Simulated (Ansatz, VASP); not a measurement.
## Two plane-wave programs on SnO2

```
CELL_PARAMETERS angstrom
1.36075 3.40187 3.40187
3.40187 1.36075 3.40187
3.40187 3.40187 1.36075
ATOMIC_POSITIONS crystal
Sn 0.00000 0.00000 0.00000
O 0.25000 0.25000 0.25000
O 0.75000 0.75000 0.75000
```

Alike in both runs: task single point; functional PBE; k mesh 18 × 18 × 18; occupations gaussian, width 0.15 eV; no spin polarisation.

```csv
,VASP,Ansatz
version,VASP 6.6.1,Ansatz 0.2.0
potentials or method,"VASP PAW PBE potentials, release 64 (Sn_d, O), cutoff 520 eV","scalar-relativistic, plane waves, PAW"
valence electrons in the cell,26,26
```

Ansatz gave:

| Property | Result |
| --- | --- |
| gap on the k mesh at the Fermi level (eV) | 3.16 |
| least direct gap on the mesh (eV) | 3.36 |
| rms of the force components (eV/Å) | 0.147 |

Q: What did VASP give for the same quantities?

A: gap on the k mesh at the Fermi level (eV): 3.13; least direct gap on the mesh (eV): 3.34; rms of the force components (eV/Å): 0.099.

Atom by atom the forces differ by 0.048 eV/Å (rms over components). With one functional, cell and mesh, what is left measures potentials, basis and numerics.
